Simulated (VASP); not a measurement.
Write the native input for VASP 6.6.1 that does the following.

| Quantity | Value |
| --- | --- |
| Task | single point |
| Functional | r2SCAN |
| Potentials or basis | VASP PAW PBE potentials, release 64 (Ca_sv, O) |
| Cutoff | 520 eV |
| k mesh | 8 × 8 × 8 |
| Occupations | gaussian, width 0.05 eV |
| Spin | no spin polarisation |
| Dipole correction | no |
| Further INCAR settings | ALGO = Normal; EDIFF = 1e-07; NBANDS = 15 |

Crystal: CaO.

```
Ca O
1.0
     0.00000    2.64492    2.44900
     2.64492    0.00000    2.44900
     2.64492    2.64492    0.00000
Ca O
1 1
Direct
  0.00000 0.00000 0.00000
  0.50000 0.50000 0.50000
```

This cell differs from its parent crystal: strain +0.080 along x and y, +0.000 along z.

The input as run:

POSCAR

```
CaO
1.0
    0.0000000000      2.6449200000      2.4490000000
    2.6449200000      0.0000000000      2.4490000000
    2.6449200000      2.6449200000      0.0000000000
Ca O
1 1
Direct
    0.0000000000      0.0000000000      0.0000000000
    0.5000000000      0.5000000000      0.5000000000
```

INCAR.step1

```
SYSTEM = CaO
ALGO = Normal
EDIFF = 1E-4
ENCUT = 520
GGA = PE
ISMEAR = 0
LASPH = .TRUE.
LCHARG = .FALSE.
LREAL = .FALSE.
LWAVE = .TRUE.
NBANDS = 15
NELM = 100
PREC = Accurate
SIGMA = 0.05
```

INCAR.step2

```
SYSTEM = CaO
ALGO = Normal
EDIFF = 1E-7
ENCUT = 520
ISIF = 2
ISMEAR = 0
ISTART = 1
LASPH = .TRUE.
LCHARG = .FALSE.
LMIXTAU = .TRUE.
LREAL = .FALSE.
LWAVE = .FALSE.
METAGGA = R2SCAN
NBANDS = 15
NELM = 100
PREC = Accurate
SIGMA = 0.05
```

KPOINTS

```
k-points
0
G
  8 8 8
  0 0 0
```

Potentials or basis: VASP PAW PBE potentials, release 64 (Ca_sv, O).

Command:

```sh
$ cat potpaw_PBE.64/Ca_sv/POTCAR potpaw_PBE.64/O/POTCAR > POTCAR
$ cp INCAR.step1 INCAR
$ mpirun -np 1 vasp_std > vasp.out
$ cp INCAR.step2 INCAR
$ mpirun -np 1 vasp_std > vasp.out
```

Results of the run:

```
Pressure               : -14.6 GPa
Band gap on the k mesh : 3.72 eV, direct
```

Caveat: the cell differs from its parent crystal (strain +0.080 along x and y, +0.000 along z); the PAW data sets were made with another functional, which shifts forces and pressure a little.

Wall time 64 s on 1 thread of Intel(R) Xeon(R) 6975P-C (Granite Rapids) (shared host), peak memory 0.18 GiB.
